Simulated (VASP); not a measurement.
# YAl3N4 (pbe) (P1) in VASP: single point with PBE

Aim: the single point of YAl3N4 (pbe) with PBE.

All numbers are computed with VASP 6.6.1; they aren't measurements. Logs are shortened: lines on timing, memory, paths and dates and some standing lists are left out, and cuts for length are marked.

## 1. The cell of the first run

The typed cell holds 16 atoms: a = 5.676 Å, b = 6.029 Å, c = 6.807 Å, α = 106.48°, β = 89.70°, γ = 118.02°.

## 2. Single point, PBE

File INCAR:

```
SYSTEM = YAl3N4
PREC = Accurate
ENCUT = 600
EDIFF = 1E-6
ISMEAR = 0
SIGMA = 0.01
LREAL = .FALSE.
LASPH = .TRUE.
NELM = 120
ALGO = Normal
ISIF = 2
LWAVE = .FALSE.
LCHARG = .FALSE.
GGA = PE
NBANDS = 54
GGA_COMPAT = .FALSE.
```

File KPOINTS:

```
Automatic mesh
0
G
  6 6 4
  0 0 0
```

File POSCAR:

```
YAl3N4
1.0
    4.9231660106     -2.8248863062     -0.0080579072
   -3.3082283317     -0.0599135560     -5.0393899563
    3.4184578894      5.8859030984     -0.0040535219
Y Al N
2 6 8
Direct
    0.3611098048      0.0578669640      0.0131809704
    0.9469827147      0.5558349782      0.1397965137
    0.8576431425      0.0510854571      0.2639314468
    0.3601223986      0.0536215806      0.5143805318
    0.8609276290      0.0534732851      0.7617492852
    0.4419782099      0.5520521951      0.3904487807
    0.9434636404      0.5526047666      0.6381410430
    0.4437273767      0.5554367469      0.8865342620
    0.6092313495      0.5615816271      0.1410391165
    0.1183822947      0.5659548191      0.3955091282
    0.6171746198      0.5649086318      0.6403356270
    0.1159388186      0.5642339058      0.8880002080
    0.7028155364      0.0612499605      0.0152939323
    0.1957547604      0.0620295796      0.2688377866
    0.6979921998      0.0642712177      0.5158183863
    0.1987555044      0.0677942849      0.7630029811
```

Potentials or basis: VASP PAW PBE potentials, release 64 (Y_sv, Al, N).

Run with:

```bash
> cat potpaw_PBE.64/Y_sv/POTCAR potpaw_PBE.64/Al/POTCAR potpaw_PBE.64/N/POTCAR > POTCAR
> mpirun -np 1 vasp_std > vasp.out
```

OUTCAR:

```text
SYSTEM = YAl3N4
   PREC = Accurate
   ENCUT = 600
   EDIFF = 1E-6
   ISMEAR = 0
   LREAL = .FALSE.
   LASPH = .TRUE.
   NELM = 120
   ISIF = 2
   GGA = PE

 ion  position               nearest neighbor table
   1  0.361  0.058  0.013-  13 1.93  16 1.97  14 1.97  12 2.49   9 2.54   8 3.16   2 3.16   6 3.17
                             8 3.18   2 3.19   7 3.21   5 3.31   3 3.31   5 3.31   3 3.33   4 3.39
   2  0.947  0.556  0.140-   9 1.93  12 1.96  10 1.97  13 2.49  14 2.55   3 3.14   1 3.16   4 3.18
                             1 3.19   5 3.20   3 3.20   8 3.30   6 3.31   6 3.32   8 3.34   7 3.40
   3  0.858  0.051  0.264-  14 1.89  15 1.93  13 1.94   9 2.47   2 3.14   6 3.16   7 3.18   6 3.18
                             8 3.19   2 3.20   4 3.29   1 3.31   4 3.32   1 3.33
   4  0.360  0.054  0.514-  15 1.89  16 1.92  14 1.94  10 2.46   6 3.15   7 3.15   6 3.17   8 3.18
                             2 3.18   7 3.18   5 3.29   3 3.29   5 3.31   3 3.32   1 3.39   1 3.42
   5  0.861  0.053  0.762-  16 1.88  13 1.94  15 1.95  11 2.46   7 3.15   8 3.16   8 3.18   7 3.18
                             6 3.19   2 3.20   4 3.29   1 3.31   4 3.31   1 3.31
   6  0.442  0.552  0.390-  10 1.88  11 1.94   9 1.94  14 2.47   4 3.15   3 3.16   1 3.17   4 3.17
                             3 3.18   5 3.19   7 3.29   2 3.31   7 3.31   2 3.32
   7  0.943  0.553  0.638-  11 1.89  10 1.92  12 1.93  15 2.46   5 3.15   4 3.15   5 3.18   3 3.18
                             4 3.18   1 3.21   6 3.29   8 3.30   8 3.30   6 3.31   2 3.40   2 3.41
   8  0.444  0.555  0.887-  12 1.89  11 1.94   9 1.96  16 2.46  13 2.55   5 3.16   1 3.16   5 3.18
                             1 3.18   4 3.18   3 3.19   2 3.30   7 3.30   7 3.30   2 3.34
   9  0.609  0.562  0.141-   2 1.93   6 1.94   8 1.96   3 2.47   1 2.54
  10  0.118  0.566  0.396-   6 1.88   7 1.92   2 1.97   4 2.46
  11  0.617  0.565  0.640-   7 1.89   6 1.94   8 1.94   5 2.46
  12  0.116  0.564  0.888-   8 1.89   7 1.93   2 1.96   1 2.49
  13  0.703  0.061  0.015-   1 1.93   5 1.94   3 1.94   2 2.49   8 2.55
  14  0.196  0.062  0.269-   3 1.89   4 1.94   1 1.97   6 2.47   2 2.55
  15  0.698  0.064  0.516-   4 1.89   3 1.93   5 1.95   7 2.46
  16  0.199  0.068  0.763-   5 1.88   4 1.92   1 1.97   8 2.46

  LATTYP: Found a triclinic cell.
 ALAT       =    10.0356977493
 B/A-ratio  =     0.5655865782
 C/A-ratio  =     0.6782382727
 COS(alpha) =     0.0052455891
 COS(beta)  =     0.1733875765
 COS(gamma) =     0.8478232935

  Lattice vectors:

 A1 = (   8.2313943423,  -2.7649727502,   5.0313320491)
 A2 = (   4.9231660106,  -2.8248863062,  -0.0080579072)
 A3 = (   3.4184578894,   5.8859030984,  -0.0040535219)

Analysis of symmetry for initial positions (statically):
=====================================================================
 Subroutine PRICEL returns:
 Original cell was already a primitive cell.

 Routine SETGRP: Setting up the symmetry group for a
 triclinic supercell.

 Subroutine GETGRP returns: Found  1 space group operations
 (whereof  1 operations were pure point group operations)
 out of a pool of  2 trial point group operations.

The static configuration has the point symmetry C_1 .

Analysis of symmetry for dynamics (positions and initial velocities):
=====================================================================
 Subroutine PRICEL returns:
 Original cell was already a primitive cell.

 Routine SETGRP: Setting up the symmetry group for a
 triclinic supercell.

 Subroutine GETGRP returns: Found  1 space group operations
 (whereof  1 operations were pure point group operations)
 out of a pool of  2 trial point group operations.

The dynamic configuration has the point symmetry C_1 .

 Subroutine INISYM returns: Found  1 space group operations
 (whereof  1 operations are pure point group operations),
 and found     1 'primitive' translations

----------------------------------------------------------------------------------------

                                     Primitive cell

  volume of cell :     194.8863

  direct lattice vectors                    reciprocal lattice vectors
     4.923166011 -2.824886306 -0.008057907     0.152199543 -0.088463650 -0.098863289
    -3.308228332 -0.059913556 -5.039389956    -0.000302119  0.000038943 -0.198238847
     3.418457889  5.885903098 -0.004053522     0.073043728  0.127440525 -0.049466453

  length of vectors
     5.676055949  6.028550030  6.806594307     0.201902125  0.198239081  0.154994850

  position of ions in fractional coordinates (direct lattice)
     0.361109805  0.057866964  0.013180970
     0.946982715  0.555834978  0.139796514
     0.857643143  0.051085457  0.263931447
     0.360122399  0.053621581  0.514380532
     0.860927629  0.053473285  0.761749285
     0.441978210  0.552052195  0.390448781
[... 8 lines left out ...]
     0.697992200  0.064271218  0.515818386
     0.198755504  0.067794285  0.763002981

  ion indices of the primitive-cell ions
   primitive index   ion index
                 1           1
                 2           2
                 3           3
                 4           4
                 5           5
                 6           6
[... 8 lines left out ...]
                15          15
                16          16

----------------------------------------------------------------------------------------

 KPOINTS: Automatic mesh

Automatic generation of k-mesh.
 Grid dimensions read from file:
 generate k-points for:    6    6    4

 Generating k-lattice:

  Cartesian coordinates                     Fractional coordinates (reciprocal lattice)
     0.025366590 -0.014743942 -0.016477215     0.166666667  0.000000000  0.000000000
    -0.000050353  0.000006490 -0.033039808     0.000000000  0.166666667 -0.000000000
     0.018260932  0.031860131 -0.012366613     0.000000000 -0.000000000  0.250000000

  Length of vectors
     0.033650354  0.033039847  0.038748712

  Shift w.r.t. Gamma in fractional coordinates (k-lattice)
     0.000000000  0.000000000  0.000000000

 Subroutine IBZKPT returns following result:
 ===========================================

 Found     76 irreducible k-points:

 Following reciprocal coordinates:
            Coordinates               Weight
  0.000000  0.000000  0.000000      1.000000
  0.166667  0.000000 -0.000000      2.000000
  0.333333 -0.000000 -0.000000      2.000000
  0.500000  0.000000 -0.000000      1.000000
  0.000000  0.166667  0.000000      2.000000
  0.166667  0.166667 -0.000000      2.000000
[... 16 lines left out ...]
  0.333333  0.000000  0.250000      2.000000
  0.500000  0.000000  0.250000      2.000000
 [... further k-points ...]
   k-points           NKPTS =     76   k-points in BZ     NKDIM =     76   number of bands    NBANDS=     54
   number of dos      NEDOS =    301   number of ions     NIONS =     16
   total plane-waves  NPLWV = 124416
   dimension x,y,z NGX =    48 NGY =   48 NGZ =   54
   dimension x,y,z NGXF=    96 NGYF=   96 NGZF=  108
   ions per type =               2   6   8
   NGX,Y,Z   is equivalent  to a cutoff of  14.06, 13.24, 13.19 a.u.
   NGXF,Y,Z  is equivalent  to a cutoff of  28.12, 26.47, 26.38 a.u.
 SYSTEM =  YAl3N4
   PREC   = accura    normal or accurate (medium, high low for compatibility)
   ISTART =      0    job   : 0-new  1-cont  2-samecut
   ICHARG =      2    charge: 1-file 2-atom 10-const
   ISPIN  =      1    spin polarized calculation?
   LNONCOLLINEAR =      F non collinear calculations
   LSORBIT =      F    spin-orbit coupling
   LASPH  =      T    aspherical Exc in radial PAW
   ENCUT  =  600.0 eV  44.10 Ry    6.64 a.u.  11.34 12.04 13.59*2*pi/ulx,y,z
   NELM   =    120;   NELMIN=  2; NELMDL= -5     # of ELM steps
   EDIFF  = 0.1E-05   stopping-criterion for ELM
   LREAL  =      F    real-space projection
   EDIFFG = 0.1E-04   stopping-criterion for IOM
   NSW    =      0    number of steps for IOM
   IBRION =     -1    ionic relax: 0-MD 1-quasi-New 2-CG
   NFREE  =      0    steps in history (QN), initial steepest desc. (CG)
   ISIF   =      2    stress and relaxation
   ISYM   =      2    0-nonsym 1-usesym 2-fastsym
   POTIM  = 0.5000    time-step for ionic-motion
   TEBEG  =    0.0;   TEEND  =   0.0 temperature during run
   PSTRESS=    0.0 pullay stress
   NELECT =      80.0000    total number of electrons
   NUPDOWN=      -1.0000    fix difference up-down
   EMIN   =  10.00;   EMAX   =-10.00  energy-range for DOS
   EFERMI =   0.00;   METHOD = LEGACY
   ISMEAR =     0;   SIGMA  =   0.01  broadening in eV -4-tet -1-fermi 0-gaus
   EFERMI_NEDOS =   21; number of points for ismear=-14 and -15
   IALGO  =     38    algorithm
   IMIX   =      4    mixing-type and parameters
     AMIX     =   0.40;   BMIX     =  1.00
     AMIX_MAG =   1.60;   BMIX_MAG =  1.00
  volume/ion in A,a.u.               =      12.18        82.20
  Fermi-wavevector in a.u.,A,eV,Ry     =   1.216684  2.299199 20.140970  1.480320
  Thomas-Fermi vector in A             =   2.352029
   LORBIT       =      0    0 simple, 1 ext, 2 COOP (PROOUT), +10 PAW based schemes
   GGA     = PE    functional components
   LHFCALC =     F    Hartree Fock is set to
   AEXX    =    0.0000 exact exchange contribution
   IVDW    =     0    specifies the selected vdW correction
   LEPSILON=     F    determine dielectric tensor
   LRPA    =     F    only Hartree local field effects (RPA)
 non-spin polarized calculation
 Gauss-broadening in eV      SIGMA  =   0.01
  energy-cutoff  :      600.00
  volume of cell :      194.89
 maximum number of plane-waves:      6534
 NGX is ok and might be reduce to    48
   NGX = 23   NGY = 25   NGZ = 27

 number of electron      79.9999999 magnetization

 Free energy of the ion-electron system (eV)
  ---------------------------------------------------
  ext. energy  EPLUGINS =         0.00000000
  ---------------------------------------------------
  free energy    TOTEN  =      -116.83279035 eV

  energy without entropy =     -116.83279035  energy(sigma->0) =     -116.83279035

 E-fermi :   5.7067     XC(G=0): -10.6725

 val. band max:        5.6642009057   @ k =   0.0000   0.0000   0.0000
 cond. band min:       7.6007620832   @ k =   0.0000   0.0000   0.0000
 fundamental gap:      1.9365611774
 Fermi energy:         5.7066811708

 k-point     1 :       0.0000    0.0000    0.0000
  band No.  band energies     occupation
      1     -33.7974      2.00000
      2     -33.6773      2.00000
      3     -15.2014      2.00000
      4     -14.9618      2.00000
      5     -14.8487      2.00000
      6     -14.8297      2.00000
[... 44 lines left out ...]
     51      12.2630      0.00000
     52      12.4816      0.00000

 k-point     2 :       0.1667    0.0000   -0.0000
  band No.  band energies     occupation
      1     -33.7895      2.00000
      2     -33.6855      2.00000
      3     -15.1771      2.00000
      4     -14.9566      2.00000
      5     -14.8608      2.00000
      6     -14.8196      2.00000
[... 44 lines left out ...]
     51      12.0653      0.00000
     52      12.3018      0.00000

 k-point     3 :       0.3333   -0.0000   -0.0000
  band No.  band energies     occupation
      1     -33.7679      2.00000
      2     -33.7075      2.00000
      3     -15.1196      2.00000
      4     -14.9479      2.00000
      5     -14.8971      2.00000
      6     -14.7947      2.00000
[... 44 lines left out ...]
     51      12.2430      0.00000
     52      12.4138      0.00000
[... 1046 lines left out ...]
 k-point    23 :       0.3333    0.0000    0.2500
  band No.  band energies     occupation
      1     -33.7679      2.00000
      2     -33.7075      2.00000
      3     -15.1205      2.00000
      4     -14.9479      2.00000
      5     -14.8959      2.00000
      6     -14.8017      2.00000
[... 44 lines left out ...]
     51      12.1140      0.00000
     52      12.2023      0.00000

 k-point    24 :       0.5000    0.0000    0.2500
  band No.  band energies     occupation
      1     -33.7415      2.00000
      2     -33.7340      2.00000
      3     -15.0810      2.00000
      4     -14.9573      2.00000
      5     -14.9105      2.00000
      6     -14.7912      2.00000
[... 44 lines left out ...]
     51      11.9237      0.00000
     52      12.1071      0.00000

 [... further k-points ...]

 [bands above 52 left out]

------------------------ aborting loop because EDIFF is reached ----------------------------------------

  FORCE on cell =-STRESS in cart. coord.  units (eV):
  Direction    XX          YY          ZZ          XY          YZ          ZX
  --------------------------------------------------------------------------------------
  -------------------------------------------------------------------------------------
  Total       25.3742545     20.7065383    -10.3385191     -5.7986987      1.1248910     -0.1636454
  in kB      208.6039810    170.2302744    -84.9938756    -47.6716127      9.2478281     -1.3453430
  external PRESSURE =      97.9467932 kB  Pullay stress =       0.0000000 kB

 VOLUME and BASIS-vectors are now :
 -----------------------------------------------------------------------------
  energy-cutoff  :      600.00
  volume of cell :      194.89
      direct lattice vectors                 reciprocal lattice vectors
     4.923166011 -2.824886306 -0.008057907     0.152199543 -0.088463650 -0.098863289
    -3.308228332 -0.059913556 -5.039389956    -0.000302119  0.000038943 -0.198238847
     3.418457889  5.885903098 -0.004053522     0.073043728  0.127440525 -0.049466453

 POSITION                                       TOTAL-FORCE (eV/Angst)
 -----------------------------------------------------------------------------------
      1.63142     -0.94598     -0.29458        -1.731032      0.438106      0.412145
      3.30121     -1.88559     -2.80927         1.679365     -0.218183      0.130849
      4.95556     -0.87233     -0.26542         0.217974      0.391524      0.036838
      3.35394      2.00708     -0.27521        -0.627459      0.481748      0.068246
      6.66560      2.04836     -0.27950        -0.140144     -0.514947      0.381912
      1.68435      1.01653     -2.78715         0.108736      0.463248     -0.037326
[... 8 lines left out ...]
      4.98701      1.06046     -0.33160         0.070122     -0.010831     -0.192387
      3.36252      3.92544     -0.34634        -4.639379     -3.330555     -0.390269
 -----------------------------------------------------------------------------------
    total drift:                               -0.000168     -0.000165     -0.000010

  FREE ENERGIE OF THE ION-ELECTRON SYSTEM (eV)
  ---------------------------------------------------
  free  energy   TOTEN  =      -116.8327903544 eV

  energy  without entropy=     -116.8327903544  energy(sigma->0) =     -116.83279035
```

It took 12 min on 1 thread of Intel Xeon 6975P-C (Granite Rapids), shared host; peak memory 0.9 GiB.

What came out:

```yaml
Free_energy: -116.8328 eV
Pressure: 9.8 GPa
Largest_force: 6.988 eV/Å
Band_gap_on_the_k_mesh: 1.94 eV, direct
```

Forces in eV/Å, atoms in the order of the input:
```
Y   -1.731  0.438  0.412
Y    1.679 -0.218  0.131
Al   0.218  0.392  0.037
Al  -0.627  0.482  0.068
Al  -0.140 -0.515  0.382
Al   0.109  0.463 -0.037
Al   0.601 -0.531  0.415
Al  -0.128 -0.373  0.365
N   -6.095  3.378 -0.456
N    4.664  3.357 -0.271
N   -0.053  0.079 -0.298
N   -0.614 -5.945  0.040
N    6.101 -3.404  0.157
N    0.587  5.740 -0.361
N    0.070 -0.011 -0.192
N   -4.639 -3.331 -0.390
```

Stress tensor (GPa, compression positive):
```
20.86 -4.77 -0.13
-4.77 17.02  0.92
-0.13  0.92 -8.50
```

Levels at points of the mesh, in eV from the valence-band top:
| k point | band 37 | band 38 | band 39 | band 40 | band 41 | band 42 | band 43 | band 44 |
| --- | --- | --- | --- | --- | --- | --- | --- | --- |
| (0.00, 0.00, 0.00) | -1.20 | -1.17 | -0.85 | 0.00 | 1.94 | 3.29 | 3.40 | 4.17 |
| (0.50, 0.00, 0.00) | -1.09 | -1.05 | -0.87 | -0.70 | 3.27 | 3.83 | 4.20 | 4.33 |
| (0.00, 0.50, 0.00) | -1.40 | -1.37 | -1.10 | -0.79 | 3.48 | 3.76 | 3.84 | 3.95 |
| (0.50, 0.50, 0.00) | -1.04 | -0.97 | -0.82 | -0.68 | 3.42 | 3.78 | 3.91 | 4.16 |
| (0.00, 0.00, 0.50) | -1.31 | -1.12 | -0.72 | -0.59 | 3.67 | 3.79 | 3.92 | 4.15 |
| (0.50, 0.00, 0.50) | -1.32 | -0.95 | -0.87 | -0.75 | 3.75 | 4.28 | 4.38 | 4.54 |
| (0.00, 0.50, 0.50) | -1.46 | -1.38 | -1.09 | -1.04 | 3.21 | 3.23 | 4.42 | 4.55 |
| (0.50, 0.50, 0.50) | -1.15 | -1.09 | -0.90 | -0.72 | 3.81 | 3.88 | 4.14 | 4.63 |

Caveat: forces of over 1 eV/Å act on the atoms, so gaps and moduli don't describe the material at rest. A k mesh can miss the band edges.
